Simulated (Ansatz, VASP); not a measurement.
## Two plane-wave programs on CuI

POSCAR

```
CuI
1.0
    0.0000000000      3.0120291186      3.0120291186
    3.0584143671      0.0000000000      3.0120291186
    3.0584143671      3.0120291186      0.0000000000
Cu I
1 1
Direct
    0.0000000000      0.0000000000      0.0000000000
    0.2500000000      0.2500000000      0.2500000000
```

The input INCAR.step1:

```
SYSTEM = CuI
PREC = Accurate
ENCUT = 520
ISMEAR = 0
SIGMA = 0.01
LREAL = .FALSE.
LASPH = .TRUE.
NELM = 80
NBANDS = 16
GGA = PE
ALGO = Normal
EDIFF = 1E-4
LWAVE = .TRUE.
LCHARG = .FALSE.
```

Contents of INCAR.step2:

```
SYSTEM = CuI
PREC = Accurate
ENCUT = 520
EDIFF = 1E-6
ISMEAR = 0
SIGMA = 0.01
LREAL = .FALSE.
LASPH = .TRUE.
NELM = 80
ALGO = Normal
ISIF = 2
LWAVE = .FALSE.
LCHARG = .FALSE.
METAGGA = R2SCAN
LMIXTAU = .TRUE.
NBANDS = 16
ISTART = 1
```

The input KPOINTS:

```
Automatic mesh
0
G
  8 8 8
  0 0 0
```

Input for Ansatz:

```yaml
crystal:
  lattice:
    - [0.0, 3.0120291186, 3.0120291186]
    - [3.0584143671, 0.0, 3.0120291186]
    - [3.0584143671, 3.0120291186, 0.0]
  atoms:
    - { symbol: Cu, position: [0.0, 0.0, 0.0] }
    - { symbol: I, position: [0.25, 0.25, 0.25] }
kpoints:
  mp_grid: { grid: [8, 8, 8] }
  band_path:
    path:
      - [0.0, 0.0, 0.0]
      - [-0.5, -0.5, 0.0]
      - [-0.375, -0.375, 0.25]
      - [-0.375, 0.0, 0.375]
      - [0.0, 0.0, 0.5]
      - [-0.5, -0.25, 0.25]
    npoints: 1
hamiltonian:
  xc: r2scan
scf:
  occupations: { method: fixed }
  n_extra_bands: 4
output:
  forces: true
  stress: true
  eigenvalues: true
```

Change from the starting cell: uniaxial_x strain +1.5%.

Alike in both runs: task single point; functional r2SCAN; k mesh 8 × 8 × 8; no spin polarisation.

```csv
,VASP,Ansatz
version,VASP 6.6.1,Ansatz 0.2.0
potentials or method,"VASP PAW PBE potentials, release 64 (Cu, I)","plane waves, PAW"
plane-wave cutoff (eV),520,500
occupations,"gaussian, width 0.01 eV",fixed
valence electrons in the cell,18,36
```

Ansatz gave:

* gap on the k mesh at the Fermi level (eV): 1.61
* pressure (GPa): -0.7
* traceless stress, the component that is largest in VASP (GPa): -0.19

**Question.** Which values does VASP return?

**Answer.** gap on the k mesh at the Fermi level (eV): 1.62; pressure (GPa): -0.7; traceless stress, the component that is largest in VASP (GPa): -0.19.

VASP's potentials were made for PBE, not for r2SCAN. VASP's potentials hold 18 valence electrons a cell and Ansatz's 36, so a difference there can come from the potentials and not from the codes.

Spin-orbit coupling is off throughout.
